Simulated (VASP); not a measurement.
Here is a VASP 6.6.1 calculation.

File INCAR:

```
ALGO = Normal
EDIFF = 1E-7
ENCUT = 520
GGA = PE
ISIF = 2
ISMEAR = 0
LASPH = T
LCHARG = T
LELF = T
LREAL = F
LVHAR = T
LWAVE = F
NBANDS = 16
NELM = 100
PREC = Accurate
SIGMA = 0.05
```

The input KPOINTS:

```
k-points
0
Gamma
  10 10 10
```

POSCAR

```
CdSe
1.0
   -0.3408256141      3.4082561409      3.0984146735
    3.0984146735     -0.3408256141      3.0984146735
    2.7575890594      3.0674305268      0.0000000000
Cd Se
1 1
Direct
    0.0000000000      0.0000000000      0.0000000000
    0.7500000000      0.7500000000      0.7500000000
```

Potentials or basis: VASP PAW PBE potentials, release 64 (Cd, Se).

Run with:

```sh
$ cat potpaw_PBE.64/Cd/POTCAR potpaw_PBE.64/Se/POTCAR > POTCAR
$ mpirun -np 1 vasp_std > vasp.out
```

(1) Estimate the pressure.

(2) What does it give for the band gap on the k mesh?

## Answers

(1) -0.9 GPa.

(2) 0.35 eV.

Caveat: the cell differs from its parent crystal (engineering shear strain xz -0.2200, normal strain along z +0.1000); semilocal functionals underestimate gaps, and a narrow one can read as zero.
